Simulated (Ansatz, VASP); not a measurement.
**TiC2: VASP beside Ansatz**

```
CELL_PARAMETERS angstrom
0.00000 4.18571 3.13124
2.03834 0.00000 3.13124
2.03834 4.18571 0.00000
ATOMIC_POSITIONS crystal
Ti 0.75000 0.75000 0.75000
Ti 0.50000 0.50000 0.50000
C 0.15953 0.34047 0.15953
C 0.34047 0.15953 0.34047
C 0.09047 0.90953 0.09047
C 0.90953 0.09047 0.90953
```

Alike in both runs: functional PBE; k mesh 6 × 6 × 6; occupations gaussian, width 0.1 eV; no spin polarisation.

Ansatz relaxed the structure, and its values are those at the end. VASP's run is a single point on that final structure, the one shown.

|  | VASP | Ansatz |
| --- | --- | --- |
| version | VASP 6.6.1 | Ansatz 0.2.0 |
| potentials or method | VASP PAW PBE potentials, release 64 (Ti_sv, C), cutoff 520 eV | scalar-relativistic, plane waves, PAW |
| valence electrons in the cell | 40 | 40 |

VASP gave:

| Quantity | Value |
| --- | --- |
| gap on the k mesh at the Fermi level (eV) | none |
| pressure (GPa) | 0.4 |
| rms of the force components (eV/Å) | 0.024 |

Question: Estimate Ansatz's values.

Answer: gap on the k mesh at the Fermi level (eV): none; pressure (GPa): 0.1; rms of the force components (eV/Å): 0.005.

A gap of «none» marks a metal or a gap that the smearing closes.
